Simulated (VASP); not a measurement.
Runs of VASP 6.6.1 on Cd3SeS2. The structure is that of space group P4/mmm (No. 123), or close to it. The cells are those of the table. 

```tsv
task	cell	k mesh	cutoff (eV)	gap on the mesh (eV)	pressure (GPa)	largest force (eV/Å)
single point	a = 3.413, b = 3.413, c = 10.687 Å, 6 atoms	6 × 6 × 2	520	none	0.2	0.01
single point	a = 3.420, b = 3.420, c = 10.645 Å, 6 atoms	12 × 12 × 4	520	none	0.3	0.01
relaxation of cell and atoms	relaxed from a = 3.829, b = 3.829, c = 12.124 Å, 6 atoms	4 × 4 × 2	600	none	0.0	0.03
single point	a = 3.829, b = 3.829, c = 12.124 Å, 6 atoms	4 × 4 × 2	520	none	(a)	0.35
single point	a = 3.398, b = 3.398, c = 10.828 Å, 6 atoms	4 × 4 × 2	520	none	0.2	0.02
```

Alike in all rows: level PBE; potentials or basis VASP PAW PBE potentials, release 64 (Cd, Se, S); no spin polarisation; smearing gaussian 0.1 eV.

Q: Estimate the missing entries.

A: (a) -9.5.

Caveats: some runs use coarse meshes.

A k mesh can miss the band edges, and the runs leave out spin-orbit coupling on Cd, Se.

A gap of «none» marks levels without a gap at the run's occupations.
